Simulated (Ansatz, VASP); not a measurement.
**BP in VASP and in Ansatz**

```
CELL_PARAMETERS angstrom
0.00000 2.45052 2.45052
2.45052 0.00000 2.45052
2.45052 2.45052 0.00000
ATOMIC_POSITIONS crystal
B 0.00000 0.00000 0.00000
P 0.75000 0.75000 0.75000
```

Change from the starting cell: strain +0.080 along x and y, +0.080 along z, atoms carried along.

Alike in both runs: task single point; functional PBE; k mesh 10 × 10 × 10; occupations gaussian, width 0.05 eV; no spin polarisation.

```csv
,VASP,Ansatz
version,VASP 6.6.1,Ansatz 0.2.0
potentials or method,"VASP PAW PBE potentials, release 64 (B, P), cutoff 520 eV","scalar-relativistic, plane waves, PAW"
valence electrons in the cell,8,8
```

Ansatz gave:

| Quantity | Value |
| --- | --- |
| gap on the k mesh at the Fermi level (eV) | 1.52 |
| least direct gap on the mesh (eV) | 3.14 |
| pressure (GPa) | -23.4 |

Q: What did VASP give for the same quantities?

A: gap on the k mesh at the Fermi level (eV): 1.52; least direct gap on the mesh (eV): 3.14; pressure (GPa): -23.5.
